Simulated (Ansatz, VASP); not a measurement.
**Two plane-wave programs on SrTiO3**

```xyz
5
Lattice="3.8788 0.0000 0.0000 0.0000 3.8788 0.0000 0.0000 0.0000 3.8788" Properties=species:S:1:pos:R:3 pbc="T T T"
Sr    0.0000    0.0000    0.0000
Ti    1.9394    1.9394    1.9394
O     0.0000    1.9394    1.9394
O     1.9394    0.0000    1.9394
O     1.9394    1.9394    0.0000
```

Change from the starting cell: volume scaled by 0.98, ions relaxed.

Alike in both runs: functional PBE; k mesh 8 × 8 × 8; occupations fermi-dirac, width 0.02 eV; no spin polarisation.

Ansatz relaxed the structure, and its values are those at the end. VASP's run is a single point on that final structure, the one shown.

|  | VASP | Ansatz |
| --- | --- | --- |
| version | VASP 6.6.1 | Ansatz 0.2.0 |
| potentials or method | VASP PAW PBE potentials, release 64 (Sr_sv, Ti_sv, O) | plane-wave PAW, scalar-relativistic |
| plane-wave cutoff (eV) | 600 | 420 |
| valence electrons in the cell | 40 | 40 |

Ansatz gave:

```
gap on the k mesh at the Fermi level (eV) : 1.93
pressure (GPa)                            : 8.3
```

Task: Estimate VASP's values.

Result: gap on the k mesh at the Fermi level (eV): 1.89; pressure (GPa): 8.8.

Ansatz's warnings: stress scf threshold loose.
